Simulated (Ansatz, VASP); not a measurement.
One calculation of La, two programs

```
La
1.0
     3.80811    0.00000    0.00000
    -1.90406    3.29792    0.00000
     0.00000    0.00000    6.11637
La
2
Direct
  0.33333 0.66667 0.25000
  0.66667 0.33333 0.75000
```

Change from the starting cell: volume scaled by 1.02.

Alike in both runs: task single point; functional PBE; k mesh 12 × 12 × 7; occupations fermi-dirac, width 0.05 eV; no spin polarisation.

```csv
,VASP,Ansatz
version,VASP 6.6.1,Ansatz 0.2.0
potentials or method,"VASP PAW PBE potentials, release 64 (La), cutoff 520 eV","all-electron LAPW, scalar-relativistic"
```

```tsv
	VASP	Ansatz	Ansatz less VASP
pressure (GPa)	-0.4	-0.5	-0.04
```

Ansatz ran all-electron here, and VASP with PAW potentials.

Spin-orbit coupling is off throughout.
